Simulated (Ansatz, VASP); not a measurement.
**Ga in VASP and in Ansatz**

File INCAR:

```
  PREC = Accurate
  ENCUT = 520
  EDIFF = 1E-6
  ISMEAR = -1
  SIGMA = 0.1
  LREAL = False
  LASPH = True
  NELM = 100
  ALGO = Normal
  ISIF = 2
  LWAVE = False
  LCHARG = True
  GGA = PE
  LELF = True
  LVHAR = True
  NBANDS = 34
```

KPOINTS

```
regular mesh
0
Gamma
  14 14 4
```

File POSCAR:

```
Ga
1.0
    2.9119862511      0.0000000000      0.0000000000
   -1.4559931256      2.5218540689      0.0000000000
    0.0000000000      0.0000000000      9.5077880801
Ga
4
Direct
    1.0000000000      0.0000000000      1.0000000000
    1.0000000000      0.0000000000      0.5000000000
    0.3333333333      0.6666666667      0.2500000000
    0.6666666667      0.3333333333      0.7500000000
```

Input for Ansatz:

```yaml
crystal:
  lattice:
    - [2.9119862511, 0.0, 0.0]
    - [-1.4559931256, 2.5218540689, 0.0]
    - [0.0, 0.0, 9.5077880801]
  atoms:
    - { symbol: Ga, position: [1.0, 0.0, 1.0] }
    - { symbol: Ga, position: [1.0, 0.0, 0.5] }
    - { symbol: Ga, position: [0.3333333333, 0.6666666667, 0.25] }
    - { symbol: Ga, position: [0.6666666667, 0.3333333333, 0.75] }
hamiltonian:
  xc: pbe
  pseudopotentials:
    kind: paw
    azcp:
      Ga: "pseudopotentials/Ga.paw.azcp"
basis:
  ecutwfc: 420
  fft_grid_basis: typed
kpoints:
  mp_grid: { grid: [14, 14, 4], shift: [0, 0, 0] }
magnetization:
  spin_polarized: false
scf:
  occupations: { method: fermi_dirac, width: 0.1 }
  lower_state_search: "off"
output:
  stress: true
```

Alike in both runs: task single point; functional PBE; k mesh 14 × 14 × 4; occupations fermi-dirac, width 0.1 eV; no spin polarisation.

```csv
,VASP,Ansatz
version,VASP 6.6.1,Ansatz 0.2.0
potentials or method,"VASP PAW PBE potentials, release 64 (Ga_d), cutoff 520 eV","plane waves (420 eV) with PAW, scalar-relativistic"
valence electrons in the cell,52,52
```

```tsv
	VASP	Ansatz	Ansatz less VASP
pressure (GPa)	5.0	5.0	-0.04
traceless stress, the component that is largest in VASP (GPa)	0.97	0.98	+0.001
```
